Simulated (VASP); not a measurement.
Wanted: the native input for a VASP 6.6.1 run.

- Task: electric field gradients
- Functional: r2SCAN
- Potentials or basis: VASP PAW PBE potentials, release 64 (Cr_pv)
- Cutoff: 520 eV
- k mesh: 16 × 16 × 16
- Occupations: gaussian, width 0.05 eV
- Spin: collinear spin, antiferromagnetic start
- Starting moments: [2.75, -2.75] μB
- Dipole correction: no
- Further INCAR settings: ALGO = Normal; EDIFF = 1e-08; NBANDS = 23

Cr:

```
Cr
1.0
     2.95936    0.00000    0.00000
     0.00000    2.95936    0.00000
     0.00000    0.00000    2.95936
Cr
2
Direct
  0.00000 0.00000 0.00000
  0.50000 0.50000 0.50000
```

The input as run:

POSCAR

```
Cr
1.0
    2.9593618955      0.0000000000      0.0000000000
    0.0000000000      2.9593618955      0.0000000000
    0.0000000000      0.0000000000      2.9593618955
Cr
2
Direct
    0.0000000000      0.0000000000      0.0000000000
    0.5000000000      0.5000000000      0.5000000000
```

INCAR.step1

```
ALGO = Normal
EDIFF = 1E-4
ENCUT = 520
GGA = PE
ISMEAR = 0
ISPIN = 2
LASPH = T
LCHARG = F
LMAXMIX = 4
LREAL = F
LWAVE = T
MAGMOM = 2.75 -2.75
NBANDS = 23
NELM = 150
PREC = Accurate
SIGMA = 0.05
```

INCAR.step2

```
ALGO = Normal
EDIFF = 1E-8
ENCUT = 520
ISIF = 2
ISMEAR = 0
ISPIN = 2
ISTART = 1
LASPH = T
LCHARG = F
LEFG = T
LMAXMIX = 4
LMIXTAU = T
LORBIT = 11
LREAL = F
LWAVE = F
MAGMOM = 2.75 -2.75
METAGGA = R2SCAN
NBANDS = 23
NELM = 150
PREC = Accurate
SIGMA = 0.05
```

KPOINTS

```
k-points
0
Gamma
  16 16 16
```

Potentials or basis: VASP PAW PBE potentials, release 64 (Cr_pv).

Command:

```sh
$ cat potpaw_PBE.64/Cr_pv/POTCAR > POTCAR
$ cp INCAR.step1 INCAR
$ mpirun -np 1 vasp_std > vasp.out
$ cp INCAR.step2 INCAR
$ mpirun -np 1 vasp_std > vasp.out
```

Results of the run:

```
Pressure                                              : 0.5 GPa
Band gap on the k mesh                                : zero (filled and empty bands overlap)
Net moment                                            : 0.00 μB per cell
Site moments                                          : Cr +2.68, -2.68 μB
Largest electric field gradient by atom               : zero within the noise of the run
Valence electrons inside the program's atomic spheres : Cr 11.08
```

Caveat: the PAW data sets were made with another functional, which shifts forces and pressure a little.

It took 16 min on 1 thread of Intel Xeon 8259CL, with other jobs on the host, peak memory 0.26 GiB.
